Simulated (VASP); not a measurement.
# SrSn2As2 (R-3m) in VASP: relaxation of volume and atoms at fixed shape with LDA

Aim: the relaxation of volume and atoms at fixed shape of SrSn2As2 with LDA.

Program: VASP 6.6.1. These are calculated values, not measurements. Logs are shortened: lines on timing, memory, paths and dates and some standing lists are left out, and cuts for length are marked.

**1. The cell of the first run**

Symmetry: R-3m, No. 166, trigonal system. Conventional cell: a = 4.204 Å, b = 4.204 Å, c = 26.726 Å, α = 90.00°, β = 90.00°, γ = 120.00°. Within 4.1 Å of Sr (site symmetry -3m) lie 6 As at 3.13 Å. Sn (site symmetry 3m) has 3 As at 2.78 Å and 3 Sn at 3.30 Å within 3.7 Å. As (site symmetry 3m) has 3 Sn at 2.78 Å and 3 Sr at 3.13 Å within 3.7 Å.

**2. Relaxation of volume and atoms at fixed shape, LDA**

The input, INCAR:

```
PREC     = Accurate       # precision mode
ENCUT    = 600            # plane-wave cutoff, eV
EDIFF    = 1E-6           # SCF threshold, eV
ISMEAR   = 0              # smearing method
SIGMA    = 0.05           # smearing width, eV
LREAL    = F              # projectors in reciprocal space
LASPH    = T              # aspherical terms in the spheres
NELM     = 60             # most SCF steps
ALGO     = Normal         # electronic algorithm
ISIF     = 8              # what is computed and relaxed
LWAVE    = F              # write WAVECAR
LCHARG   = F              # write CHGCAR
IBRION   = 2              # ionic algorithm
NSW      = 80             # ionic steps
EDIFFG   = -0.02          # ionic threshold
```

The input, KPOINTS:

```
Automatic mesh
0
Gamma
  7 7 7
```

The input, POSCAR:

```
SrSn2As2
1.0
    2.1020000000      1.2135900000      8.9086670000
   -2.1020000000      1.2135900000      8.9086670000
    0.0000000000     -2.4271810000      8.9086670000
Sr Sn As
1 2 2
Direct
    0.0000000000      0.0000000000      0.0000000000
    0.2086000000      0.2086000000      0.2086000000
    0.7914000000      0.7914000000      0.7914000000
    0.4073600000      0.4073600000      0.4073600000
    0.5926400000      0.5926400000      0.5926400000
```

Potentials or basis: VASP PAW LDA potentials, release 64 (Sr_sv, Sn_d, As).

Started as:

```console
> cat potpaw_LDA.64/Sr_sv/POTCAR potpaw_LDA.64/Sn_d/POTCAR potpaw_LDA.64/As/POTCAR > POTCAR
> mpirun -np 1 vasp_std > vasp.out
```

OUTCAR:

```text
PREC = Accurate
   ENCUT = 600
   EDIFF = 1E-6
   ISMEAR = 0
   LREAL = F
   LASPH = T
   NELM = 60
   ISIF = 8
   IBRION = 2
   NSW = 80
   EDIFFG = -0.02

 ion  position               nearest neighbor table
   1  0.000  0.000  0.000-   5 3.13   4 3.13   5 3.13   5 3.13   4 3.13   4 3.13   2 4.12   3 4.12
                             2 4.12   3 4.12   2 4.12   3 4.12
   2  0.209  0.209  0.209-   5 2.78   5 2.78   5 2.78   3 3.30   3 3.30   3 3.30   1 4.12   1 4.12
                             1 4.12
   3  0.791  0.791  0.791-   4 2.78   4 2.78   4 2.78   2 3.30   2 3.30   2 3.30   1 4.12   1 4.12
                             1 4.12
   4  0.407  0.407  0.407-   3 2.78   3 2.78   3 2.78   1 3.13   1 3.13   1 3.13
   5  0.593  0.593  0.593-   2 2.78   2 2.78   2 2.78   1 3.13   1 3.13   1 3.13

  LATTYP: Found a trigonal (rhomboedric) cell.
 ALAT       =     9.2333933310
 COS(alpha) =     0.8963491721

  Lattice vectors:

 A1 = (   2.1020000000,   1.2135900000,   8.9086670000)
 A2 = (  -2.1020000000,   1.2135900000,   8.9086670000)
 A3 = (   0.0000000000,  -2.4271810000,   8.9086670000)

Analysis of symmetry for initial positions (statically):
=====================================================================
 Subroutine PRICEL returns:
 Original cell was already a primitive cell.

 Routine SETGRP: Setting up the symmetry group for a
 trigonal (rhombohedral) supercell.

 Subroutine GETGRP returns: Found 12 space group operations
 (whereof 12 operations were pure point group operations)
 out of a pool of 12 trial point group operations.

The static configuration has the point symmetry D_3d.

Analysis of symmetry for dynamics (positions and initial velocities):
=====================================================================
 Subroutine PRICEL returns:
 Original cell was already a primitive cell.

 Routine SETGRP: Setting up the symmetry group for a
 trigonal (rhombohedral) supercell.

 Subroutine GETGRP returns: Found 12 space group operations
 (whereof 12 operations were pure point group operations)
 out of a pool of 12 trial point group operations.

The dynamic configuration has the point symmetry D_3d.

 Subroutine INISYM returns: Found 12 space group operations
 (whereof 12 operations are pure point group operations),
 and found     1 'primitive' translations

----------------------------------------------------------------------------------------

                                     Primitive cell

  volume of cell :     136.3543

  direct lattice vectors                    reciprocal lattice vectors
     2.102000000  1.213590000  8.908667000     0.237868696  0.137333548  0.037416751
[... 100 lines left out ...]
   POTIM  = 0.5000    time-step for ionic-motion
   TEBEG  =    0.0;   TEEND  =   0.0 temperature during run
   PSTRESS=    0.0 pullay stress
   NELECT =      48.0000    total number of electrons
   NUPDOWN=      -1.0000    fix difference up-down
   EMIN   =  10.00;   EMAX   =-10.00  energy-range for DOS
   EFERMI =   0.00;   METHOD = LEGACY
   ISMEAR =     0;   SIGMA  =   0.05  broadening in eV -4-tet -1-fermi 0-gaus
   EFERMI_NEDOS =   21; number of points for ismear=-14 and -15
   IALGO  =     38    algorithm
   IMIX   =      4    mixing-type and parameters
     AMIX     =   0.40;   BMIX     =  1.00
     AMIX_MAG =   1.60;   BMIX_MAG =  1.00
  volume/ion in A,a.u.               =      27.27       184.03
  Fermi-wavevector in a.u.,A,eV,Ry     =   1.155932  2.184395 18.179818  1.336179
  Thomas-Fermi vector in A             =   2.292557
   LORBIT       =      0    0 simple, 1 ext, 2 COOP (PROOUT), +10 PAW based schemes
   GGA     = CA    functional components
   LHFCALC =     F    Hartree Fock is set to
   AEXX    =    0.0000 exact exchange contribution
   IVDW    =     0    specifies the selected vdW correction
   LEPSILON=     F    determine dielectric tensor
   LRPA    =     F    only Hartree local field effects (RPA)
 conjugate gradient relaxation of ions
 non-spin polarized calculation
 Gauss-broadening in eV      SIGMA  =   0.05
  energy-cutoff  :      600.00
  volume of cell :      136.35
 maximum number of plane-waves:      4601
 NGX is ok and might be reduce to    80
   NGX = 37   NGY = 37   NGZ = 37

--------------------------------------- Ionic step        1  -------------------------------------------

 number of electron      48.0000000 magnetization

 Free energy of the ion-electron system (eV)
  ---------------------------------------------------
  ext. energy  EPLUGINS =         0.00000000
  ---------------------------------------------------
  free energy    TOTEN  =       -24.51513144 eV

  energy without entropy =      -24.51493578  energy(sigma->0) =      -24.51503361

------------------------ aborting loop because EDIFF is reached ----------------------------------------

  FORCE on cell =-STRESS in cart. coord.  units (eV):
  Direction    XX          YY          ZZ          XY          YZ          ZX
  --------------------------------------------------------------------------------------
  -------------------------------------------------------------------------------------
  Total       -1.2057212     -1.2057213     -1.6073405      0.0000000      0.0000001      0.0000000
  in kB      -14.1673519    -14.1673535    -18.8864211      0.0000000      0.0000007      0.0000000
  external PRESSURE =     -15.7403755 kB  Pullay stress =       0.0000000 kB
[... 26 lines left out ...]
--------------------------------------- Ionic step        2  -------------------------------------------

 number of electron      47.9999999 magnetization

 E-fermi :   6.0378     XC(G=0): -10.0094

 val. band max:        5.9899589032   @ k =   0.1429   0.1429   0.1429
 cond. band min:       6.0497271041   @ k =   0.0000   0.0000   0.0000
 fundamental gap:      0.0597682009
 Fermi energy:         6.0378331295

 k-point     1 :       0.0000    0.0000    0.0000
  band No.  band energies     occupation
      1     -29.5807      2.00000
      2     -15.8610      2.00000
      3     -15.8610      2.00000
      4     -15.8047      2.00000
      5     -15.8047      2.00000
      6     -15.7913      2.00000
[... 968 lines left out ...]
--------------------------------------- Ionic step        8  -------------------------------------------

 number of electron      47.9999997 magnetization

 Free energy of the ion-electron system (eV)
  ---------------------------------------------------
  ext. energy  EPLUGINS =         0.00000000
  ---------------------------------------------------
  free energy    TOTEN  =       -24.53770404 eV

  energy without entropy =      -24.53731372  energy(sigma->0) =      -24.53750888

 E-fermi :   5.9731     XC(G=0):  -9.9802

 val. band max:        5.9180747858   @ k =   0.1429   0.1429   0.1429
 cond. band min:       5.9900766748   @ k =   0.0000   0.0000   0.0000
 fundamental gap:      0.0720018890
 Fermi energy:         5.9730926871

 k-point     1 :       0.0000    0.0000    0.0000
  band No.  band energies     occupation
      1     -29.6476      2.00000
      2     -15.9380      2.00000
      3     -15.9380      2.00000
      4     -15.8821      2.00000
      5     -15.8821      2.00000
      6     -15.8693      2.00000
[... 767 lines left out ...]
  FREE ENERGIE OF THE ION-ELECTRON SYSTEM (eV)
  ---------------------------------------------------
  free  energy   TOTEN  =       -24.5377040441 eV

  energy  without entropy=      -24.5373137242  energy(sigma->0) =      -24.53750888

 reached required accuracy - stopping structural energy minimisation
```

OSZICAR:

```text
N       E                     dE             d eps       ncg     rms          rms(c)
DAV:   1     0.487192934255E+03    0.48719E+03   -0.24862E+04  2464   0.228E+03
DAV:   2     0.446381013105E+02   -0.44255E+03   -0.43152E+03  2504   0.562E+02
DAV:   3    -0.212916159620E+02   -0.65930E+02   -0.63368E+02  3072   0.188E+02
DAV:   4    -0.250180743924E+02   -0.37265E+01   -0.36628E+01  3644   0.408E+01
[... 56 lines left out ...]
       N       E                     dE             d eps       ncg     rms          rms(c)
DAV:   1    -0.245378980257E+02   -0.27695E-03   -0.21151E-02  3688   0.111E+00    0.102E-01
DAV:   2    -0.245377480135E+02    0.15001E-03   -0.62783E-04  3096   0.260E-01    0.420E-02
DAV:   3    -0.245377042101E+02    0.43803E-04   -0.15619E-04  3592   0.137E-01    0.196E-02
DAV:   4    -0.245377040441E+02    0.16601E-06   -0.93258E-06  3412   0.185E-02
   8 F= -.24537704E+02 E0= -.24537509E+02  d E =-.831212E-04
```

Wall time 39 min (1 thread of Intel Xeon 6975P-C (Granite Rapids), shared host); peak memory 0.82 GiB.

Results:

| Quantity | Value |
| --- | --- |
| Free energy | -24.5377 eV |
| Relaxed volume | 26.41 Å³/atom |
| Relaxed cell | a = 9.136 Å, b = 9.136 Å, c = 9.136 Å, α = 26.32°, β = 26.32°, γ = 26.32° |
| Space group after relaxing (to 0.05 Å) | R-3m (No. 166) |
| Energy gained by relaxing | 4.5 meV/atom |
| Ionic steps | 8 |
| Pressure after relaxing | 0.1 GPa |
| Largest force after relaxing | 0.018 eV/Å |

Forces in eV/Å, atoms in the order of the input:
```
Sr   0.000  0.000  0.000
Sn   0.000  0.000  0.018
Sn   0.000  0.000 -0.018
As   0.000  0.000 -0.014
As   0.000  0.000  0.014
```

Step by step:
```tsv
step	energy change (eV)	largest force (eV/Å)	pressure (GPa)	volume (Å³)
1	0.0000	0.0838	-1.57	136.35
2	-0.0184	0.1489	0.56	131.14
3	-0.0204	0.1330	0.06	132.36
4	-0.0204	0.1317	-0.03	132.44
5	-0.0220	0.0708	-0.02	132.30
6	-0.0225	0.0330	-0.02	132.15
7	-0.0225	0.0256	-0.03	132.17
8	-0.0226	0.0184	0.05	132.06
```

Final structure:
```
CELL_PARAMETERS angstrom
2.07972 1.20073 8.81426
-2.07972 1.20073 8.81426
0.00000 -2.40146 8.81426
ATOMIC_POSITIONS crystal
Sr 0.00000 0.00000 0.00000
Sn 0.20844 0.20844 0.20844
Sn 0.79156 0.79156 0.79156
As 0.40677 0.40677 0.40677
As 0.59323 0.59323 0.59323
```

Levels at points of the mesh, in eV from the Fermi level:
```tsv
k point	band 22	band 23	band 24	band 25	band 26	band 27
(0.00, 0.00, 0.00)	-1.45	-1.45	0.02	0.22	0.95	0.95
```

Caveat: spin-orbit coupling is left out, which moves the levels of the heavy elements. LDA usually gives volumes a few per cent too small.
